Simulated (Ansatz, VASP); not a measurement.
This is a calculation of In3Se for VASP 6.6.1.

Contents of INCAR:

```
  PREC = Accurate
  ENCUT = 600
  EDIFF = 1E-7
  ISMEAR = -1
  SIGMA = 0.05
  LREAL = False
  LASPH = True
  NELM = 80
  ALGO = Normal
  ISIF = 3
  LWAVE = False
  LCHARG = False
  GGA = PS
  IBRION = 2
  NSW = 60
  EDIFFG = -0.01
```

Contents of KPOINTS:

```
Automatic mesh
0
Gamma
  6 6 6
```

POSCAR

```
In3Se
1.0
    4.8037580000      0.0000000000      0.0000000000
    0.0000000000      4.8037580000      0.0000000000
    0.0000000000      0.0000000000      4.8037580000
In Se
3 1
Direct
    0.5000000000      0.5000000000      0.0000000000
    0.5000000000      0.0000000000      0.5000000000
    0.0000000000      0.5000000000      0.5000000000
    0.0000000000      0.0000000000      0.0000000000
```

Potentials or basis: VASP PAW PBE potentials, release 64 (In_d, Se).

Launch:

```bash
$ cat potpaw_PBE.64/In_d/POTCAR potpaw_PBE.64/Se/POTCAR > POTCAR
$ mpirun -np 1 vasp_std > vasp.out
```

**Question.** Set up the same calculation for Ansatz 0.2.0. Potentials there: Ansatz PAW.

**Answer.** As run (the cutoff follows the program's own potentials):

input.yaml

```yaml
crystal:
  lattice:
    - [4.803758, 0.0, 0.0]
    - [0.0, 4.803758, 0.0]
    - [0.0, 0.0, 4.803758]
  atoms:
    - { symbol: In, position: [0.5, 0.5, 0.0] }
    - { symbol: In, position: [0.5, 0.0, 0.5] }
    - { symbol: In, position: [0.0, 0.5, 0.5] }
    - { symbol: Se, position: [0.0, 0.0, 0.0] }
hamiltonian:
  xc: pbesol
  pseudopotentials: { kind: paw }
kpoints:
  mp_grid: { grid: [6, 6, 6] }
scf:
  occupations: { method: fermi_dirac, width: 0.05 }
output:
  forces: true
  stress: true
  eigenvalues: true
relax:
  f_tol: 0.01
  max_steps: 40
  cell: { stress_tol: 0.05 }
```

Potentials or basis: Ansatz PAW.

Launch:

```console
$ ansatz run input.yaml --threads 2 --pin off --max-ram 5632MiB --backend cpu --events-out ev --progress --plain --runs-dir out
```

Both were run:

|  | VASP | Ansatz | Ansatz less VASP |
| --- | --- | --- | --- |
| gap on the k mesh at the Fermi level, each at its own relaxed structure (eV) | none | none | - |
| relaxed volume (Å³/atom) | 25.51 | 25.48 | -0.031 |
| relaxed cell length with the largest relative difference (Å) | 4.673 | 4.671 | -0.0019 |

VASP's potentials were made for PBE, not for PBEsol. A gap of «none» marks a metal or a gap that the smearing closes. VASP's potentials hold 45 valence electrons a cell and Ansatz's 55, so a difference there can come from the potentials and not from the codes.

Noted on Ansatz's run: the plane-wave basis is chosen anew once the cell has moved, so the energies of steps on either side of that aren't comparable.
